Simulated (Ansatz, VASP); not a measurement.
# FeO in VASP and in Ansatz

```
Fe O
1.0
     0.00000    2.15540    2.15540
     2.15540    0.00000    2.15540
     2.15540    2.15540    0.00000
Fe O
1 1
Direct
  0.00000 0.00000 0.00000
  0.50000 0.50000 0.50000
```

Alike in both runs: task single point; functional LDA; k mesh 8 × 8 × 8; occupations gaussian, width 0.05 eV; collinear spin; Hubbard terms Fe d U = 5.0 eV, J = 0.9 eV.

```csv
,VASP,Ansatz
version,VASP 6.6.1,Ansatz 0.2.0
potentials or method,"VASP PAW LDA potentials, release 64 (Fe_sv, O), cutoff 700 eV","scalar-relativistic, plane waves, PAW"
valence electrons in the cell,22,22
```

Ansatz gave:

```
pressure (GPa)                                                : -4.1
net moment per atom (μB)                                      : 2.00
size of the moment on the site where the two differ most (μB) : 3.46
```

Q: Which values does VASP return?

A: Pressure (GPa): -15.1; net moment per atom (μB): 2.00; size of the moment on the site where the two differ most (μB): 3.62.

LDA's correlation is that of Perdew and Zunger in VASP and of Perdew and Wang (1992) in Ansatz. Site moments also hang on the region over which each program counts them. The programs project onto different local orbitals, so the same U acts differently, and such runs can settle in different states. Ansatz's warnings: specified occupation not kept, symmetry narrowed by occupation matrices.
